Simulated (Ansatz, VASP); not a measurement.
## Cr: VASP beside Ansatz

INCAR

```
PREC     = Accurate       # precision mode
ENCUT    = 520            # plane-wave cutoff, eV
EDIFF    = 1E-6           # SCF threshold, eV
ISMEAR   = 0              # smearing method
SIGMA    = 0.1            # smearing width, eV
LREAL    = False          # projectors in reciprocal space
LASPH    = True           # aspherical terms in the spheres
NELM     = 150            # most SCF steps
ALGO     = Normal         # electronic algorithm
ISIF     = 2              # what is computed and relaxed
LWAVE    = False          # write WAVECAR
LCHARG   = False          # write CHGCAR
ISPIN    = 2              # spin polarisation
MAGMOM   = 3 3            # initial moments
LORBIT   = 11             # projections on sites
LMAXMIX  = 4              # l up to which the mixer works
GGA      = PS             # functional
NBANDS   = 23             # bands
```

Contents of KPOINTS:

```
regular mesh
0
Gamma
  6 6 4
```

Contents of POSCAR:

```
Cr
1.0
    2.8968574169      0.0000000000      0.0000000000
   -1.4484287084      2.5087521142      0.0000000000
    0.0000000000      0.0000000000      4.4978668076
Cr
2
Direct
    0.3333333333      0.6666666667      0.2500000000
    0.6666666667      0.3333333333      0.7500000000
```

Input for Ansatz:

```yaml
crystal:
  lattice:
    - [2.8968574169, 0.0, 0.0]
    - [-1.4484287084, 2.5087521142, 0.0]
    - [0.0, 0.0, 4.4978668076]
  atoms:
    - { symbol: Cr, position: [0.3333333333, 0.6666666667, 0.25], spin: 3.0 }
    - { symbol: Cr, position: [0.6666666667, 0.3333333333, 0.75], spin: 3.0 }
basis:
  ecutwfc: 420
kpoints:
  mp_grid: { grid: [6, 6, 4] }
hamiltonian:
  xc: pbesol
scf:
  occupations: { method: gaussian, width: 0.1 }
  lower_state_search: "off"
output:
  forces: true
  stress: true
  eigenvalues: true
  populations: true
magnetization:
  spin_polarized: true
```

Alike in both runs: task single point; functional PBEsol; k mesh 6 × 6 × 4; occupations gaussian, width 0.1 eV; collinear spin.

|  | VASP | Ansatz |
| --- | --- | --- |
| version | VASP 6.6.1 | Ansatz 0.2.0 |
| potentials or method | VASP PAW PBE potentials, release 64 (Cr_pv), cutoff 520 eV | scalar-relativistic, plane waves, PAW |
| valence electrons in the cell | 24 | 28 |

|  | VASP | Ansatz | Ansatz less VASP |
| --- | --- | --- | --- |
| gap on the k mesh at the Fermi level (eV) | none | none | - |
| net moment per atom (μB) | 1.72 | 1.71 | -0.013 |
| size of the moment on the site where the two differ most (μB) | 1.61 | 1.61 | -0.004 |

VASP's potentials were made for PBE, not for PBEsol. Site moments also hang on the region over which each program counts them. A gap of «none» marks a metal or a gap that the smearing closes. VASP's potentials hold 24 valence electrons a cell and Ansatz's 28, so a difference there can come from the potentials and not from the codes.

The k mesh is coarse, so the values compare programs but aren't converged.
